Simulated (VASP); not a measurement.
# WS2 (R3m) in VASP: single point with PBE

Aim: the single point of WS2 with PBE.

Program: VASP 6.6.1. These are calculated values, not measurements. Logs are shortened: lines on timing, memory, paths and dates and some standing lists are left out, and cuts for length are marked.

## 1. The cell of the first run

It takes space group R3m (No. 160, trigonal). The conventional cell has a = 3.158 Å, b = 3.158 Å, c = 18.490 Å, α = 90.00°, β = 90.00°, γ = 120.00°. Within 3.2 Å of W (site symmetry 3m) lie 6 S at 2.39 to 2.42 Å and 6 W at 3.16 Å. Within 3.2 Å of S (site symmetry 3m) lie 3 W at 2.39 Å and 7 S at 3.13 to 3.16 Å. S (site symmetry 3m) has 3 W at 2.42 Å and 7 S at 3.13 to 3.16 Å within 3.2 Å.

## 2. Single point, PBE

The input, INCAR:

```
PREC = Accurate ; ENCUT = 520
EDIFF = 1E-6 ; ISMEAR = 0
SIGMA = 0.05 ; LREAL = Auto
LASPH = T ; NELM = 100
ALGO = Normal ; ISIF = 2
LWAVE = F ; LCHARG = F
GGA = PE ; NBANDS = 238
```

The input, KPOINTS:

```
regular mesh
0
Gamma
  2 1 1
```

The input, POSCAR:

```
WS2
1.0
   -3.1580000000     -5.4698160000     -0.0000010000
    9.4740000000     -5.4698160000      0.0000000000
    0.0000000000      1.8232720000     12.3266670000
W S
16 32
Direct
    0.0000000000      0.0000000000      0.0000000000
    0.5000000000      0.0000000000      0.0000000000
    0.2500000000      0.2500000000      0.0000000000
    0.3750000000      0.1250000000      0.5000000000
    0.7500000000      0.2500000000      0.0000000000
    0.8750000000      0.1250000000      0.5000000000
    0.5000000000      0.5000000000      0.0000000000
    0.6250000000      0.3750000000      0.5000000000
    0.0000000000      0.5000000000      0.0000000000
    0.1250000000      0.3750000000      0.5000000000
    0.7500000000      0.7500000000      0.0000000000
    0.8750000000      0.6250000000      0.5000000000
    0.2500000000      0.7500000000      0.0000000000
    0.3750000000      0.6250000000      0.5000000000
    0.1250000000      0.8750000000      0.5000000000
    0.6250000000      0.8750000000      0.5000000000
    0.0936370000      0.0312120000      0.3745480000
    0.5936380000      0.0312130000      0.3745520000
    0.3436370000      0.2812120000      0.3745480000
    0.4686370000      0.1562120000      0.8745480000
    0.8436370000      0.2812120000      0.3745480000
    0.9686370000      0.1562120000      0.8745480000
    0.5936370000      0.5312120000      0.3745480000
    0.7186370000      0.4062120000      0.8745480000
    0.0936370000      0.5312120000      0.3745480000
    0.2186370000      0.4062120000      0.8745480000
    0.8436370000      0.7812120000      0.3745480000
    0.9686370000      0.6562120000      0.8745480000
    0.3436370000      0.7812120000      0.3745480000
    0.4686370000      0.6562120000      0.8745480000
    0.2186370000      0.9062120000      0.8745480000
    0.7186370000      0.9062120000      0.8745480000
    0.1571250000      0.0523750000      0.6285000000
    0.6571250000      0.0523750000      0.6285000000
    0.4071250000      0.3023750000      0.6285000000
    0.5321250000      0.1773750000      0.1285000000
    0.9071250000      0.3023750000      0.6285000000
    0.0321250000      0.1773750000      0.1285000000
    0.6571250000      0.5523750000      0.6285000000
    0.7821250000      0.4273750000      0.1285000000
    0.1571250000      0.5523750000      0.6285000000
    0.2821250000      0.4273750000      0.1285000000
    0.9071250000      0.8023750000      0.6285000000
    0.0321250000      0.6773750000      0.1285000000
    0.4071250000      0.8023750000      0.6285000000
    0.5321250000      0.6773750000      0.1285000000
    0.2821250000      0.9273750000      0.1285000000
    0.7821250000      0.9273750000      0.1285000000
```

Potentials or basis: VASP PAW PBE potentials, release 64 (W_sv, S).

Started as:

```console
> cat potpaw_PBE.64/W_sv/POTCAR potpaw_PBE.64/S/POTCAR > POTCAR
> mpirun -np 1 vasp_std > vasp.out
```

OUTCAR:

```text
PREC = Accurate
   ENCUT = 520
   EDIFF = 1E-6
   ISMEAR = 0
   LREAL = Auto
   LASPH = T
   NELM = 100
   ISIF = 2
   GGA = PE

 ion  position               nearest neighbor table
   1  0.000  0.000  0.000-  22 2.39  32 2.39  31 2.39  47 2.42  38 2.42  48 2.42   3 3.16  11 3.16
                             2 3.16   2 3.16  13 3.16   5 3.16
   2  0.500  0.000  0.000-  20 2.39  31 2.39  32 2.39  48 2.42  36 2.42  47 2.42   5 3.16  13 3.16
                             1 3.16   1 3.16   3 3.16  11 3.16
   3  0.250  0.250  0.000-  26 2.39  22 2.39  20 2.39  36 2.42  42 2.42  38 2.42   1 3.16   7 3.16
                             5 3.16   5 3.16   9 3.16   2 3.16
   4  0.375  0.125  0.500-  18 2.39  19 2.39  17 2.39  34 2.42  35 2.42  33 2.42   8 3.16  15 3.16
                             6 3.16   6 3.16  16 3.16  10 3.16
   5  0.750  0.250  0.000-  24 2.39  20 2.39  22 2.39  38 2.42  40 2.42  36 2.42   2 3.16   9 3.16
                             3 3.16   3 3.16   1 3.16   7 3.16
   6  0.875  0.125  0.500-  18 2.39  21 2.39  17 2.39  33 2.42  37 2.42  34 2.42  10 3.16  16 3.16
                             4 3.16   4 3.16   8 3.16  15 3.16
   7  0.500  0.500  0.000-  30 2.39  26 2.39  24 2.39  40 2.42  46 2.42  42 2.42   3 3.16  11 3.16
                             9 3.16   9 3.16  13 3.16   5 3.16
   8  0.625  0.375  0.500-  23 2.39  19 2.39  21 2.39  37 2.42  39 2.42  35 2.42   4 3.16  12 3.16
                            10 3.16  10 3.16  14 3.16   6 3.16
   9  0.000  0.500  0.000-  28 2.39  24 2.39  26 2.39  42 2.42  44 2.42  40 2.42   5 3.16  13 3.16
[... 45 lines left out ...]
  47  0.282  0.927  0.129-   1 2.42  13 2.42   2 2.42
  48  0.782  0.927  0.129-   2 2.42  11 2.42   1 2.42

  LATTYP: Found a triclinic cell.
 ALAT       =     6.3159996100
 B/A-ratio  =     3.3752483849
 C/A-ratio  =     2.6253187442
 COS(alpha) =     0.0403674959
 COS(beta)  =     0.6665856118
 COS(gamma) =     0.6666177317

  Lattice vectors:

 A1 = (   3.1580000000,   5.4698160000,   0.0000010000)
 A2 = (  15.7900000000,   7.2930880000,  12.3266690000)
 A3 = (   6.3160000000,   9.1163600000, -12.3266650000)

Analysis of symmetry for initial positions (statically):
=====================================================================
 Subroutine PRICEL returns following result:

  LATTYP: Found a trigonal (rhomboedric) cell.
 ALAT       =     6.4273633387
 COS(alpha) =     0.8792940893

  Lattice vectors:

 A1 = (   1.5790000000,  -0.9116360000,  -6.1633333750)
 A2 = (  -1.5790000000,  -0.9116360000,  -6.1633336250)
 A3 = (   0.0000000000,   1.8232720000,  -6.1633331250)

  16 primitive cells build up your supercell.

 Routine SETGRP: Setting up the symmetry group for a
 triclinic supercell.

 Subroutine GETGRP returns: Found  1 space group operations
 (whereof  1 operations were pure point group operations)
 out of a pool of  2 trial point group operations.

The static configuration has the point symmetry C_1 .

Analysis of symmetry for dynamics (positions and initial velocities):
=====================================================================
 Subroutine PRICEL returns following result:

  LATTYP: Found a trigonal (rhomboedric) cell.
 ALAT       =     6.4273633387
 COS(alpha) =     0.8792940893

  Lattice vectors:

 A1 = (   1.5790000000,  -0.9116360000,  -6.1633333750)
 A2 = (  -1.5790000000,  -0.9116360000,  -6.1633336250)
 A3 = (   0.0000000000,   1.8232720000,  -6.1633331250)

  16 primitive cells build up your supercell.

 Routine SETGRP: Setting up the symmetry group for a
 triclinic supercell.

 Subroutine GETGRP returns: Found  1 space group operations
 (whereof  1 operations were pure point group operations)
 out of a pool of  2 trial point group operations.

The dynamic configuration has the point symmetry C_1 .

 Subroutine INISYM returns: Found  1 space group operations
 (whereof  1 operations are pure point group operations),
 and found    16 'primitive' translations

----------------------------------------------------------------------------------------

                                     Primitive cell

  volume of cell :      53.2317

  direct lattice vectors                    reciprocal lattice vectors
     1.579000000 -0.911636000 -6.163333375     0.316656116 -0.182821499 -0.054083288
    -1.579000000 -0.911636000 -6.163333625    -0.316656107 -0.182821499 -0.054083288
     0.000000000  1.823272000 -6.163333125     0.000000004  0.365643020 -0.054083288

  length of vectors
     6.427363339  6.427363578  6.427363067     0.369621155  0.369621148  0.369621185

  position of ions in fractional coordinates (direct lattice)
     0.000000000  0.000000000  0.000000000
     0.750300000  0.750302000  0.750302000
     0.581000000  0.581000000  0.581000000

  ion indices of the primitive-cell ions
   primitive index   ion index
                 1           1
                 2          22
                 3          38

----------------------------------------------------------------------------------------

 KPOINTS: regular mesh

Automatic generation of k-mesh.
 Grid dimensions read from file:
 generate k-points for:    2    1    1

 Generating k-lattice:

  Cartesian coordinates                     Fractional coordinates (reciprocal lattice)
    -0.039582015 -0.068558066  0.010140616     0.500000000  0.000000000 -0.000000000
     0.079164027 -0.045705377  0.006760411     0.000000000  1.000000000 -0.000000000
    -0.000000006 -0.000000011  0.081124932     0.000000000  0.000000000  1.000000000

  Length of vectors
     0.079810879  0.091660394  0.081124932

  Shift w.r.t. Gamma in fractional coordinates (k-lattice)
     0.000000000  0.000000000  0.000000000

 Subroutine IBZKPT returns following result:
 ===========================================

 Found      2 irreducible k-points:

 Following reciprocal coordinates:
            Coordinates               Weight
  0.000000  0.000000  0.000000      1.000000
  0.500000  0.000000  0.000000      1.000000
   k-points           NKPTS =      2   k-points in BZ     NKDIM =      2   number of bands    NBANDS=    238
   number of dos      NEDOS =    301   number of ions     NIONS =     48
   total plane-waves  NPLWV = 387072
   dimension x,y,z NGX =    48 NGY =   84 NGZ =   96
   dimension x,y,z NGXF=    96 NGYF=  168 NGZF=  192
   ions per type =              16  32
   NGX,Y,Z   is equivalent  to a cutoff of  12.63, 12.77, 12.81 a.u.
   NGXF,Y,Z  is equivalent  to a cutoff of  25.27, 25.53, 25.62 a.u.
 SYSTEM =  unknown system
   PREC   = accura    normal or accurate (medium, high low for compatibility)
   ISTART =      0    job   : 0-new  1-cont  2-samecut
   ICHARG =      2    charge: 1-file 2-atom 10-const
   ISPIN  =      1    spin polarized calculation?
   LNONCOLLINEAR =      F non collinear calculations
   LSORBIT =      F    spin-orbit coupling
   LASPH  =      T    aspherical Exc in radial PAW
   ENCUT  =  520.0 eV  38.22 Ry    6.18 a.u.  11.74 20.34 23.17*2*pi/ulx,y,z
   NELM   =    100;   NELMIN=  2; NELMDL= -5     # of ELM steps
   EDIFF  = 0.1E-05   stopping-criterion for ELM
   LREAL  =      T    real-space projection
   EDIFFG = 0.1E-04   stopping-criterion for IOM
   NSW    =      0    number of steps for IOM
   IBRION =     -1    ionic relax: 0-MD 1-quasi-New 2-CG
   NFREE  =      0    steps in history (QN), initial steepest desc. (CG)
   ISIF   =      2    stress and relaxation
   ISYM   =      2    0-nonsym 1-usesym 2-fastsym
   POTIM  = 0.5000    time-step for ionic-motion
   TEBEG  =    0.0;   TEEND  =   0.0 temperature during run
   PSTRESS=    0.0 pullay stress
   NELECT =     416.0000    total number of electrons
   NUPDOWN=      -1.0000    fix difference up-down
   EMIN   =  10.00;   EMAX   =-10.00  energy-range for DOS
   EFERMI =   0.00;   METHOD = LEGACY
   ISMEAR =     0;   SIGMA  =   0.05  broadening in eV -4-tet -1-fermi 0-gaus
   EFERMI_NEDOS =   21; number of points for ismear=-14 and -15
   IALGO  =     38    algorithm
   IMIX   =      4    mixing-type and parameters
     AMIX     =   0.40;   BMIX     =  1.00
     AMIX_MAG =   1.60;   BMIX_MAG =  1.00
  volume/ion in A,a.u.               =      17.74       119.74
  Fermi-wavevector in a.u.,A,eV,Ry     =   1.289266  2.436359 22.615688  1.662206
  Thomas-Fermi vector in A             =   2.421169
   LORBIT       =      0    0 simple, 1 ext, 2 COOP (PROOUT), +10 PAW based schemes
   GGA     = PE    functional components
   LHFCALC =     F    Hartree Fock is set to
   AEXX    =    0.0000 exact exchange contribution
   IVDW    =     0    specifies the selected vdW correction
   LEPSILON=     F    determine dielectric tensor
   LRPA    =     F    only Hartree local field effects (RPA)
 non-spin polarized calculation
 Gauss-broadening in eV      SIGMA  =   0.05
  energy-cutoff  :      520.00
  volume of cell :      851.71
 maximum number of plane-waves:     22921
 NGX is ok and might be reduce to    48
   NGX = 23   NGY = 41   NGZ = 47

 number of electron     416.0000071 magnetization

 Free energy of the ion-electron system (eV)
  ---------------------------------------------------
  ext. energy  EPLUGINS =         0.00000000
  ---------------------------------------------------
  free energy    TOTEN  =      -376.93638766 eV

  energy without entropy =     -376.93638766  energy(sigma->0) =     -376.93638766

 E-fermi :   7.8727     XC(G=0): -10.9397

 val. band max:        7.5033908974   @ k =   0.0000   0.0000   0.0000
 cond. band min:       8.6686655303   @ k =   0.5000   0.0000   0.0000
 fundamental gap:      1.1652746329
 Fermi energy:         7.8726612196

 k-point     1 :       0.0000    0.0000    0.0000
  band No.  band energies     occupation
      1     -67.1417      2.00000
      2     -67.1417      2.00000
      3     -67.1323      2.00000
      4     -67.1323      2.00000
      5     -67.1323      2.00000
      6     -67.1323      2.00000
[... 212 lines left out ...]
    219       9.6938      0.00000
    220       9.6988      0.00000

 k-point     2 :       0.5000    0.0000    0.0000
  band No.  band energies     occupation
      1     -67.1343      2.00000
      2     -67.1343      2.00000
      3     -67.1343      2.00000
      4     -67.1343      2.00000
      5     -67.1277      2.00000
      6     -67.1277      2.00000
[... 212 lines left out ...]
    219       9.2127      0.00000
    220       9.2127      0.00000
 [bands above 220 left out]

------------------------ aborting loop because EDIFF is reached ----------------------------------------

  FORCE on cell =-STRESS in cart. coord.  units (eV):
  Direction    XX          YY          ZZ          XY          YZ          ZX
  --------------------------------------------------------------------------------------
  -------------------------------------------------------------------------------------
  Total       26.4756372     23.2838863     28.1069555     -2.5860384     -0.1650509     -0.1251337
  in kB       49.8042627     43.8001465     52.8729935     -4.8646888     -0.3104831     -0.2353934
  external PRESSURE =      48.8258009 kB  Pullay stress =       0.0000000 kB

 VOLUME and BASIS-vectors are now :
 -----------------------------------------------------------------------------
  energy-cutoff  :      520.00
  volume of cell :      851.71
      direct lattice vectors                 reciprocal lattice vectors
    -3.158000000 -5.469816000 -0.000001000    -0.079164029 -0.137116132  0.020281233
     9.474000000 -5.469816000  0.000000000     0.079164027 -0.045705377  0.006760411
     0.000000000  1.823272000 12.326667000    -0.000000006 -0.000000011  0.081124932

 POSITION                                       TOTAL-FORCE (eV/Angst)
 -----------------------------------------------------------------------------------
      0.00000      0.00000      0.00000        -0.011523      0.009441      0.611625
     -1.57900     -2.73491     -0.00000        -0.011523      0.009441      0.611625
      1.57900     -2.73491     -0.00000        -0.011523      0.009441      0.611625
      0.00000     -1.82327      6.16333        -0.011523      0.009441      0.611625
      0.00000     -5.46982     -0.00000        -0.011523      0.009441      0.611625
     -1.57900     -4.55818      6.16333        -0.011523      0.009441      0.611625
[... 40 lines left out ...]
      7.89500     -6.38145      1.58398        -0.001804     -0.017195     -0.084128
      6.31600     -9.11636      1.58398        -0.001804     -0.017195     -0.084128
 -----------------------------------------------------------------------------------
    total drift:                                0.025644     -0.017873      0.007868

  FREE ENERGIE OF THE ION-ELECTRON SYSTEM (eV)
  ---------------------------------------------------
  free  energy   TOTEN  =      -376.9363876585 eV

  energy  without entropy=     -376.9363876585  energy(sigma->0) =     -376.93638766
```

Run time: 10 min. Hardware: 1 thread of Intel Xeon Platinum 8259CL at 2.50GHz (Skylake/Cascade Lake), shared host; peak memory 0.88 GiB.

Results:

```yaml
Free_energy: -376.9364 eV
Pressure: 4.9 GPa
Largest_force: 0.612 eV/Å
Band_gap_on_the_k_mesh: 1.17 eV
```

Forces in eV/Å, atoms in the order of the input:
```
W   -0.012  0.009  0.612
W   -0.012  0.009  0.612
W   -0.012  0.009  0.612
W   -0.012  0.009  0.612
W   -0.012  0.009  0.612
W   -0.012  0.009  0.612
W   -0.012  0.009  0.612
W   -0.012  0.009  0.612
W   -0.012  0.009  0.612
W   -0.012  0.009  0.612
W   -0.012  0.009  0.612
W   -0.012  0.009  0.612
W   -0.012  0.009  0.612
W   -0.012  0.009  0.612
W   -0.012  0.009  0.612
W   -0.012  0.009  0.612
S    0.013  0.008 -0.527
S    0.013  0.008 -0.527
S    0.013  0.008 -0.527
S    0.013  0.008 -0.527
S    0.013  0.008 -0.527
S    0.013  0.008 -0.527
S    0.013  0.008 -0.527
S    0.013  0.008 -0.527
S    0.013  0.008 -0.527
S    0.013  0.008 -0.527
S    0.013  0.008 -0.527
S    0.013  0.008 -0.527
S    0.013  0.008 -0.527
S    0.013  0.008 -0.527
S    0.013  0.008 -0.527
S    0.013  0.008 -0.527
S   -0.002 -0.017 -0.084
S   -0.002 -0.017 -0.084
S   -0.002 -0.017 -0.084
S   -0.002 -0.017 -0.084
S   -0.002 -0.017 -0.084
S   -0.002 -0.017 -0.084
S   -0.002 -0.017 -0.084
S   -0.002 -0.017 -0.084
S   -0.002 -0.017 -0.084
S   -0.002 -0.017 -0.084
S   -0.002 -0.017 -0.084
S   -0.002 -0.017 -0.084
S   -0.002 -0.017 -0.084
S   -0.002 -0.017 -0.084
S   -0.002 -0.017 -0.084
S   -0.002 -0.017 -0.084
```

Stress tensor (GPa, compression positive):
```
 4.98 -0.49 -0.02
-0.49  4.38 -0.03
-0.02 -0.03  5.29
```

Levels at points of the mesh, in eV from the valence-band top:
```csv
k point,band 204,band 205,band 206,band 207,band 208,band 209,band 210,band 211,band 212,band 213
"(0.00, 0.00, 0.00)",-1.29,-1.26,-1.26,-1.20,0.00,1.32,1.32,1.54,1.54,1.89
"(0.50, 0.00, 0.00)",-1.21,-0.87,-0.87,-0.84,-0.84,1.17,1.17,1.25,1.25,1.26
```

Caveat: the k points lie up to 0.58 Å⁻¹ apart; spin-orbit coupling is left out, which moves the levels of the heavy elements; this functional lacks dispersion, which binds layers or chains, so the pressure and a relaxed spacing across them are unreliable. A k mesh can miss the band edges.
